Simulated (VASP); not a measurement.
Set up this calculation in VASP 6.6.1, as the native input.

```
Task                   : single point
Functional             : r2SCAN
Potentials or basis    : VASP PAW PBE potentials, release 64 (K_sv)
Cutoff                 : 520 eV
k mesh                 : 10 × 10 × 10
Occupations            : gaussian, width 0.15 eV
Spin                   : no spin polarisation
Dipole correction      : no
Further INCAR settings : ALGO = Normal; EDIFF = 1e-06; NBANDS = 10
```

The system is K.

```
K
1.0
     4.54751    0.00000    0.00000
     0.00000    4.31044    0.00000
     0.00000    0.00000    4.66605
K
1
Direct
  0.00000 0.00000 0.00000
```

This cell differs from its parent crystal: normal strain along x +0.0550, normal strain along z +0.0825.

The input as run:

POSCAR

```
K
1.0
    4.5475136620      0.0000000000      0.0000000000
    0.0000000000      4.3104394900      0.0000000000
    0.0000000000      0.0000000000      4.6660507479
K
1
Direct
    0.0000000000      0.0000000000      0.0000000000
```

INCAR.step1

```
SYSTEM = K
ALGO = Normal
EDIFF = 1E-4
ENCUT = 520
GGA = PE
ISMEAR = 0
LASPH = .TRUE.
LCHARG = .FALSE.
LREAL = .FALSE.
LWAVE = .TRUE.
NBANDS = 10
NELM = 60
PREC = Accurate
SIGMA = 0.15
```

INCAR.step2

```
SYSTEM = K
ALGO = Normal
EDIFF = 1E-6
ENCUT = 520
ISIF = 2
ISMEAR = 0
ISTART = 1
LASPH = .TRUE.
LCHARG = .TRUE.
LELF = .TRUE.
LMIXTAU = .TRUE.
LREAL = .FALSE.
LVHAR = .TRUE.
LWAVE = .FALSE.
METAGGA = R2SCAN
NBANDS = 10
NELM = 60
PREC = Accurate
SIGMA = 0.15
```

KPOINTS

```
k-points
0
G
  10 10 10
  0 0 0
```

Potentials or basis: VASP PAW PBE potentials, release 64 (K_sv).

Run with:

```sh
$ cat potpaw_PBE.64/K_sv/POTCAR > POTCAR
$ cp INCAR.step1 INCAR
$ mpirun -np 1 vasp_std > vasp.out
$ cp INCAR.step2 INCAR
$ mpirun -np 1 vasp_std > vasp.out
```

It gave:

```yaml
Pressure: -0.3 GPa
Band_gap_on_the_k_mesh: zero (an odd number of electrons rules out a gap without spin polarisation)
```

Caveat: the cell differs from its parent crystal (normal strain along x +0.0550, normal strain along z +0.0825); the PAW data sets were made with another functional, which shifts forces and pressure a little.

Wall time 13 min on 1 thread of Intel Xeon 8259CL, on a shared host, peak memory 0.34 GiB.
